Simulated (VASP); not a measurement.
Wanted: the native input for a VASP 6.6.1 run.

| Item | Value |
| --- | --- |
| Task | relaxation of cell and atoms |
| Functional | PBE |
| Potentials or basis | VASP PAW PBE potentials, release 64 (Sc_sv, Ga_d, Te) |
| Cutoff | 600 eV |
| k mesh | 6 × 6 × 4 |
| Occupations | gaussian, width 0.1 eV |
| Spin | no spin polarisation |
| Dipole correction | no |
| Further INCAR settings | ALGO = Normal; EDIFF = 1e-06; IBRION = 2; EDIFFG = -0.04; NSW = 90; ISIF = 3 |

The structure of ScGa3Te lies in POSCAR:

```
ScGa3Te
1.0
    4.6267260800      0.0000000000      0.0000000000
   -2.3133630400      4.0068623200      0.0000000000
    0.0000000000      0.0000000000      5.7510514700
Sc Ga Te
1 3 1
Direct
    0.0000000000      0.0000000000      0.5000000000
    0.5000000000      0.0000000000      0.5000000000
    0.0000000000      0.5000000000      0.5000000000
    0.5000000000      0.5000000000      0.5000000000
    0.0000000000      0.0000000000      0.0000000000
```

The cell was generated, and may not be a known phase.

The input as run:

INCAR

```
PREC     = Accurate       # precision mode
ENCUT    = 600            # plane-wave cutoff, eV
EDIFF    = 1E-6           # SCF threshold, eV
ISMEAR   = 0              # smearing method
SIGMA    = 0.1            # smearing width, eV
LREAL    = False          # projectors in reciprocal space
LASPH    = True           # aspherical terms in the spheres
NELM     = 100            # most SCF steps
ALGO     = Normal         # electronic algorithm
ISIF     = 3              # what is computed and relaxed
LWAVE    = False          # write WAVECAR
LCHARG   = False          # write CHGCAR
GGA      = PE             # functional
IBRION   = 2              # ionic algorithm
NSW      = 90             # ionic steps
EDIFFG   = -0.04          # ionic threshold
```

KPOINTS

```
Automatic mesh
0
Gamma
  6 6 4
```

Potentials or basis: VASP PAW PBE potentials, release 64 (Sc_sv, Ga_d, Te).

The run is started by

```bash
$ cat potpaw_PBE.64/Sc_sv/POTCAR potpaw_PBE.64/Ga_d/POTCAR potpaw_PBE.64/Te/POTCAR > POTCAR
$ mpirun -np 1 vasp_std > vasp.out
```

Results of the run:

| Property | Result |
| --- | --- |
| Relaxed volume | 30.27 Å³/atom |
| Relaxed cell | a = 5.640 Å, b = 5.640 Å, c = 5.494 Å, α = 90.00°, β = 90.00°, γ = 120.00° |
| Space group after relaxing (to 0.1 Å) | P6/mmm (No. 191) |
| Energy gained by relaxing | 1368.0 meV/atom |
| Ionic steps | 7 |
| Pressure after relaxing | 0.0 GPa |
| Band gap on the k mesh | zero (bands 28 and 29 overlap by 1.52 eV) |

Caveat: the volume moved by over 15 % at a fixed basis, so the end points are rough; spin-orbit coupling is left out, which moves the levels of the heavy elements.

Wall time 8.9 min on 1 thread of Intel(R) Xeon(R) 6975P-C (Granite Rapids), on a shared host, peak memory 0.32 GiB.
